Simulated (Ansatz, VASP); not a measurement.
# MgO2 in VASP and in Ansatz

```
Mg O
1.0
     1.60476    0.92651    3.63374
    -1.60476    0.92651    3.63374
     0.00000   -1.85302    3.63374
Mg O
1 2
Direct
  0.00000 0.00000 0.00000
  0.42879 0.42879 0.42879
  0.57121 0.57121 0.57121
```

Change from the starting cell: strain +0.000 along x and y, +0.040 along z, atoms carried along.

Alike in both runs: task single point; functional PBEsol; k mesh 12 × 12 × 12; occupations gaussian, width 0.05 eV; no spin polarisation.

|  | VASP | Ansatz |
| --- | --- | --- |
| version | VASP 6.6.1 | Ansatz 0.2.0 |
| potentials or method | VASP PAW PBE potentials, release 64 (Mg, O), cutoff 520 eV | scalar-relativistic, plane waves, PAW |
| valence electrons in the cell | 14 | 22 |

```tsv
	VASP	Ansatz	Ansatz less VASP
gap on the k mesh at the Fermi level (eV)	1.45	1.47	+0.021
least direct gap on the mesh (eV)	1.45	1.47	+0.021
pressure (GPa)	-11.0	-10.7	+0.32
traceless stress, the component that is largest in VASP (GPa)	-12.33	-13.00	-0.671
rms of the force components (eV/Å)	0.453	0.511	+0.0572
```

VASP's potentials were made for PBE, not for PBEsol. Atom by atom the forces differ by 0.057 eV/Å (rms over components). VASP's potentials hold 14 valence electrons a cell and Ansatz's 22, so a difference there can come from the potentials and not from the codes.
